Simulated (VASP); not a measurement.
**Ga: single point with PBEsol**

The system is Ga.

```
CELL_PARAMETERS angstrom
0.00000 2.01494 2.01494
2.01494 0.00000 2.01494
2.01494 2.01494 0.00000
ATOMIC_POSITIONS crystal
Ga 0.00000 0.00000 0.00000
```

This cell differs from its parent crystal: volume scaled by 0.92.

* Program: VASP 6.6.1
* Task: single point
* Functional: PBEsol
* Potentials or basis: VASP PAW PBE potentials, release 64 (Ga_d)
* Cutoff: 520 eV
* k mesh: 15 × 15 × 15
* Occupations: fermi-dirac, width 0.1 eV
* Spin: no spin polarisation
* Dipole correction: no
* Further INCAR settings: ALGO = Normal; EDIFF = 1e-06; NBANDS = 12

```json
{
 "Pressure": "5.8 GPa"
}
```

Levels at points of the mesh, in eV from the Fermi level:
| k point | band 3 | band 4 | band 5 | band 6 | band 7 | band 8 | band 9 | band 10 |
| --- | --- | --- | --- | --- | --- | --- | --- | --- |
| (0.00, 0.00, 0.00) | -15.11 | -14.94 | -14.94 | -12.33 | 13.74 | 13.74 | 13.74 | 16.52 |

Run time: 8.5 s on 1 thread of Intel(R) Xeon(R) Platinum 8559C (Emerald Rapids), on a shared host, peak memory 0.15 GiB.

Caveat: the PAW data sets were made with another functional, which shifts forces and pressure a little.
